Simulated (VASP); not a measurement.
# CdF2 (Fm-3m) in VASP: a series of runs

Runs on CdF2. Level: PBEsol. Tasks: single point.

Program: VASP 6.6.1. These are calculated values, not measurements. Logs are shortened: lines on timing, memory, paths and dates and some standing lists are left out, and cuts for length are marked.

### Step 1. The cell of the first run

The structure is cubic, space group Fm-3m (No. 225). The conventional cell has a = 5.080 Å, b = 5.080 Å, c = 5.080 Å, α = 90.00°, β = 90.00°, γ = 90.00°. Cd (site symmetry m-3m) has 8 F at 2.20 Å within 2.9 Å. F (site symmetry -43m) has 4 Cd at 2.20 Å and 6 F at 2.54 Å within 2.9 Å.

### Step 2. Single point, PBEsol (10.93 Å³/atom)

Contents of INCAR:

```
SYSTEM = CdF2
  ALGO = Normal
  EDIFF = 1E-6
  ENCUT = 520
  GGA = PS
  ISIF = 2
  ISMEAR = 0
  LASPH = .True.
  LCHARG = .False.
  LREAL = .False.
  LWAVE = .False.
  NBANDS = 20
  NELM = 100
  PREC = Accurate
  SIGMA = 0.05
```

Contents of KPOINTS:

```
k-points
0
Gamma
  8 8 8
  0 0 0
```

Contents of POSCAR:

```
CdF2
1.0
    0.0000000000      2.5401000229      2.5401000229
    2.5401000229      0.0000000000      2.5401000229
    2.5401000229      2.5401000229      0.0000000000
Cd F
1 2
Direct
    0.0000000000      0.0000000000      0.0000000000
    0.2500000000      0.2500000000      0.2500000000
    0.7500000000      0.7500000000      0.7500000000
```

Potentials or basis: VASP PAW PBE potentials, release 64 (Cd, F).

Run with:

```console
$ cat potpaw_PBE.64/Cd/POTCAR potpaw_PBE.64/F/POTCAR > POTCAR
$ mpirun -np 1 vasp_std > vasp.out
```

OUTCAR:

```text
SYSTEM = CdF2
   EDIFF = 1E-6
   ENCUT = 520
   GGA = PS
   ISIF = 2
   ISMEAR = 0
   LASPH = .True.
   LREAL = .False.
   NELM = 100
   PREC = Accurate

 ion  position               nearest neighbor table
   1  0.000  0.000  0.000-   3 2.20   3 2.20   3 2.20   2 2.20   3 2.20   2 2.20   2 2.20   2 2.20

   2  0.250  0.250  0.250-   1 2.20   1 2.20   1 2.20   1 2.20
   3  0.750  0.750  0.750-   1 2.20   1 2.20   1 2.20   1 2.20

  LATTYP: Found a face centered cubic cell.
 ALAT       =     5.0802000458

  Lattice vectors:

 A1 = (   0.0000000000,   2.5401000229,   2.5401000229)
 A2 = (   2.5401000229,   0.0000000000,   2.5401000229)
 A3 = (   2.5401000229,   2.5401000229,   0.0000000000)

Analysis of symmetry for initial positions (statically):
=====================================================================
 Subroutine PRICEL returns:
 Original cell was already a primitive cell.

 Routine SETGRP: Setting up the symmetry group for a
 face centered cubic supercell.

 Subroutine GETGRP returns: Found 48 space group operations
 (whereof 48 operations were pure point group operations)
 out of a pool of 48 trial point group operations.

The static configuration has the point symmetry O_h .

Analysis of symmetry for dynamics (positions and initial velocities):
=====================================================================
 Subroutine PRICEL returns:
 Original cell was already a primitive cell.

 Routine SETGRP: Setting up the symmetry group for a
 face centered cubic supercell.

 Subroutine GETGRP returns: Found 48 space group operations
 (whereof 48 operations were pure point group operations)
 out of a pool of 48 trial point group operations.

The dynamic configuration has the point symmetry O_h .

 Subroutine INISYM returns: Found 48 space group operations
 (whereof 48 operations are pure point group operations),
 and found     1 'primitive' translations

----------------------------------------------------------------------------------------

                                     Primitive cell

  volume of cell :      32.7780

  direct lattice vectors                    reciprocal lattice vectors
     0.000000000  2.540100023  2.540100023    -0.196842642  0.196842642  0.196842642
     2.540100023  0.000000000  2.540100023     0.196842642 -0.196842642  0.196842642
     2.540100023  2.540100023  0.000000000     0.196842642  0.196842642 -0.196842642

  length of vectors
     3.592243902  3.592243902  3.592243902     0.340941457  0.340941457  0.340941457

  position of ions in fractional coordinates (direct lattice)
     0.000000000  0.000000000  0.000000000
     0.250000000  0.250000000  0.250000000
     0.750000000  0.750000000  0.750000000

  ion indices of the primitive-cell ions
   primitive index   ion index
                 1           1
                 2           2
                 3           3

----------------------------------------------------------------------------------------

 KPOINTS: k-points

Automatic generation of k-mesh.
 Grid dimensions read from file:
 generate k-points for:    8    8    8

 Generating k-lattice:

  Cartesian coordinates                     Fractional coordinates (reciprocal lattice)
    -0.024605330  0.024605330  0.024605330     0.125000000  0.000000000  0.000000000
     0.024605330 -0.024605330  0.024605330     0.000000000  0.125000000  0.000000000
     0.024605330  0.024605330 -0.024605330     0.000000000  0.000000000  0.125000000

  Length of vectors
     0.042617682  0.042617682  0.042617682

  Shift w.r.t. Gamma in fractional coordinates (k-lattice)
     0.000000000  0.000000000  0.000000000

 Subroutine IBZKPT returns following result:
 ===========================================

 Found     29 irreducible k-points:

 Following reciprocal coordinates:
            Coordinates               Weight
  0.000000  0.000000  0.000000      1.000000
  0.125000  0.000000  0.000000      8.000000
  0.250000  0.000000  0.000000      8.000000
  0.375000  0.000000  0.000000      8.000000
  0.500000  0.000000  0.000000      4.000000
  0.125000  0.125000  0.000000      6.000000
[... 16 lines left out ...]
  0.500000  0.250000  0.125000     48.000000
 -0.375000  0.250000  0.125000     24.000000
 [... further k-points ...]
   k-points           NKPTS =     29   k-points in BZ     NKDIM =     29   number of bands    NBANDS=     20
   number of dos      NEDOS =    301   number of ions     NIONS =      3
   total plane-waves  NPLWV =  21952
   dimension x,y,z NGX =    28 NGY =   28 NGZ =   28
   dimension x,y,z NGXF=    56 NGYF=   56 NGZF=   56
   ions per type =               1   2
   NGX,Y,Z   is equivalent  to a cutoff of  12.96, 12.96, 12.96 a.u.
   NGXF,Y,Z  is equivalent  to a cutoff of  25.92, 25.92, 25.92 a.u.
 SYSTEM =  CdF2
   PREC   = accura    normal or accurate (medium, high low for compatibility)
   ISTART =      0    job   : 0-new  1-cont  2-samecut
   ICHARG =      2    charge: 1-file 2-atom 10-const
   ISPIN  =      1    spin polarized calculation?
   LNONCOLLINEAR =      F non collinear calculations
   LSORBIT =      F    spin-orbit coupling
   LASPH  =      T    aspherical Exc in radial PAW
   ENCUT  =  520.0 eV  38.22 Ry    6.18 a.u.   6.68  6.68  6.68*2*pi/ulx,y,z
   NELM   =    100;   NELMIN=  2; NELMDL= -5     # of ELM steps
   EDIFF  = 0.1E-05   stopping-criterion for ELM
   LREAL  =      F    real-space projection
   EDIFFG = 0.1E-04   stopping-criterion for IOM
   NSW    =      0    number of steps for IOM
   IBRION =     -1    ionic relax: 0-MD 1-quasi-New 2-CG
   NFREE  =      0    steps in history (QN), initial steepest desc. (CG)
   ISIF   =      2    stress and relaxation
   ISYM   =      2    0-nonsym 1-usesym 2-fastsym
   POTIM  = 0.5000    time-step for ionic-motion
   TEBEG  =    0.0;   TEEND  =   0.0 temperature during run
   PSTRESS=    0.0 pullay stress
   NELECT =      26.0000    total number of electrons
   NUPDOWN=      -1.0000    fix difference up-down
   EMIN   =  10.00;   EMAX   =-10.00  energy-range for DOS
   EFERMI =   0.00;   METHOD = LEGACY
   ISMEAR =     0;   SIGMA  =   0.05  broadening in eV -4-tet -1-fermi 0-gaus
   EFERMI_NEDOS =   21; number of points for ismear=-14 and -15
   IALGO  =     38    algorithm
   IMIX   =      4    mixing-type and parameters
     AMIX     =   0.40;   BMIX     =  1.00
     AMIX_MAG =   1.60;   BMIX_MAG =  1.00
  volume/ion in A,a.u.               =      10.93        73.73
  Fermi-wavevector in a.u.,A,eV,Ry     =   1.515439  2.863764 31.246533  2.296555
  Thomas-Fermi vector in A             =   2.624963
   LORBIT       =      0    0 simple, 1 ext, 2 COOP (PROOUT), +10 PAW based schemes
   GGA     = PS    functional components
   LHFCALC =     F    Hartree Fock is set to
   AEXX    =    0.0000 exact exchange contribution
   IVDW    =     0    specifies the selected vdW correction
   LEPSILON=     F    determine dielectric tensor
   LRPA    =     F    only Hartree local field effects (RPA)
 non-spin polarized calculation
 Gauss-broadening in eV      SIGMA  =   0.05
  energy-cutoff  :      520.00
  volume of cell :       32.78
 maximum number of plane-waves:       903
   NGX = 13   NGY = 13   NGZ = 13

 number of electron      25.9999985 magnetization

 Free energy of the ion-electron system (eV)
  ---------------------------------------------------
  ext. energy  EPLUGINS =         0.00000000
  ---------------------------------------------------
  free energy    TOTEN  =       -11.05098056 eV

  energy without entropy =      -11.05098056  energy(sigma->0) =      -11.05098056

 E-fermi :   0.4251     XC(G=0): -11.7268

 val. band max:        0.1134766503   @ k =  -0.2500   0.5000   0.2500
 cond. band min:       3.6243532015   @ k =   0.0000   0.0000   0.0000
 fundamental gap:      3.5108765512
 Fermi energy:         0.4250671940

 k-point     1 :       0.0000    0.0000    0.0000
  band No.  band energies     occupation
      1     -21.8191      2.00000
      2     -20.0696      2.00000
      3      -6.3989      2.00000
      4      -6.3989      2.00000
      5      -6.3989      2.00000
      6      -4.2115      2.00000
[... 12 lines left out ...]
     19      21.0207      0.00000
     20      21.0207      0.00000

 k-point     2 :       0.1250    0.0000    0.0000
  band No.  band energies     occupation
      1     -21.7409      2.00000
      2     -20.1456      2.00000
      3      -6.3106      2.00000
      4      -6.3106      2.00000
      5      -6.1502      2.00000
      6      -4.2606      2.00000
[... 12 lines left out ...]
     19      20.6720      0.00000
     20      20.6720      0.00000

 k-point     3 :       0.2500    0.0000    0.0000
  band No.  band energies     occupation
      1     -21.5291      2.00000
      2     -20.3446      2.00000
      3      -6.0989      2.00000
      4      -6.0989      2.00000
      5      -5.4711      2.00000
      6      -4.3186      2.00000
[... 12 lines left out ...]
     19      20.0381      0.00000
     20      21.3781      0.00000

 k-point     4 :       0.3750    0.0000    0.0000
  band No.  band energies     occupation
      1     -21.2414      2.00000
      2     -20.6098      2.00000
      3      -5.9097      2.00000
      4      -5.9097      2.00000
      5      -4.5431      2.00000
      6      -4.2267      2.00000
[... 12 lines left out ...]
     19      19.5214      0.00000
     20      20.7205      0.00000

 k-point     5 :       0.5000    0.0000    0.0000
  band No.  band energies     occupation
      1     -20.9954      2.00000
      2     -20.8446      2.00000
      3      -5.8469      2.00000
      4      -5.8469      2.00000
      5      -4.0967      2.00000
      6      -4.0967      2.00000
[... 12 lines left out ...]
     19      19.2979      0.00000
     20      20.2482      0.00000
[... 353 lines left out ...]
      6      -4.0150      2.00000
[... 12 lines left out ...]
     19      21.1762      0.00000
     20      22.0525      0.00000

 k-point    22 :       0.3750    0.2500    0.1250
  band No.  band energies     occupation
      1     -21.3772      2.00000
      2     -20.4676      2.00000
      3      -5.9628      2.00000
      4      -5.8240      2.00000
      5      -4.9481      2.00000
      6      -4.9437      2.00000
[... 12 lines left out ...]
     19      20.6431      0.00000
     20      23.7526      0.00000

 k-point    23 :       0.5000    0.2500    0.1250
  band No.  band energies     occupation
      1     -21.1440      2.00000
      2     -20.6692      2.00000
      3      -5.8612      2.00000
      4      -5.5704      2.00000
      5      -4.9639      2.00000
      6      -4.3031      2.00000
[... 12 lines left out ...]
     19      20.1024      0.00000
     20      23.4347      0.00000

 k-point    24 :      -0.3750    0.2500    0.1250
  band No.  band energies     occupation
      1     -20.9370      2.00000
      2     -20.8612      2.00000
      3      -5.8275      2.00000
      4      -5.5146      2.00000
      5      -4.7523      2.00000
      6      -4.3943      2.00000
[... 12 lines left out ...]
     19      19.8444      0.00000
     20      23.5050      0.00000

 [... further k-points ...]

------------------------ aborting loop because EDIFF is reached ----------------------------------------

  FORCE on cell =-STRESS in cart. coord.  units (eV):
  Direction    XX          YY          ZZ          XY          YZ          ZX
  --------------------------------------------------------------------------------------
  -------------------------------------------------------------------------------------
  Total        6.3375572      6.3375572      6.3375572     -0.0000000      0.0000000     -0.0000000
  in kB      309.7776090    309.7776090    309.7776090     -0.0000000      0.0000000     -0.0000000
  external PRESSURE =     309.7776090 kB  Pullay stress =       0.0000000 kB

 VOLUME and BASIS-vectors are now :
 -----------------------------------------------------------------------------
  energy-cutoff  :      520.00
  volume of cell :       32.78
      direct lattice vectors                 reciprocal lattice vectors
     0.000000000  2.540100023  2.540100023    -0.196842642  0.196842642  0.196842642
     2.540100023  0.000000000  2.540100023     0.196842642 -0.196842642  0.196842642
     2.540100023  2.540100023  0.000000000     0.196842642  0.196842642 -0.196842642

 POSITION                                       TOTAL-FORCE (eV/Angst)
 -----------------------------------------------------------------------------------
      0.00000      0.00000      0.00000        -0.000000      0.000000     -0.000000
      1.27005      1.27005      1.27005        -0.000000     -0.000000     -0.000000
      3.81015      3.81015      3.81015         0.000000      0.000000      0.000000
 -----------------------------------------------------------------------------------
    total drift:                                0.000000      0.000000      0.000000

  FREE ENERGIE OF THE ION-ELECTRON SYSTEM (eV)
  ---------------------------------------------------
  free  energy   TOTEN  =       -11.0509805610 eV

  energy  without entropy=      -11.0509805610  energy(sigma->0) =      -11.05098056
```

Wall time 33 s (1 thread of Intel Xeon 8259CL, shared host); peak memory 0.16 GiB.

Results:

- Free energy: -11.0510 eV
- Pressure: 31.0 GPa
- Band gap on the k mesh: 3.51 eV (least direct gap 3.72 eV)

Levels at points of the mesh, in eV from the valence-band top:
```
           k point  band 9  band 10  band 11  band 12  band 13  band 14  band 15  band 16  band 17  band 18
(0.00, 0.00, 0.00)   -1.55    -1.55    -0.21    -0.21    -0.21     3.51    13.22    13.22    13.22    18.94
(0.50, 0.00, 0.00)   -3.26    -2.69    -2.69    -0.23    -0.23     8.42     9.43    15.86    15.86    19.18
(0.50, 0.50, 0.00)   -3.79    -3.26    -0.95    -0.12    -0.12     9.31    10.44    11.95    15.70    15.70
```

Caveat: the cell stands under pressure; the PAW data sets were made with another functional, which shifts forces and pressure a little. A k mesh can miss the band edges.

[end of part 1 of 2]
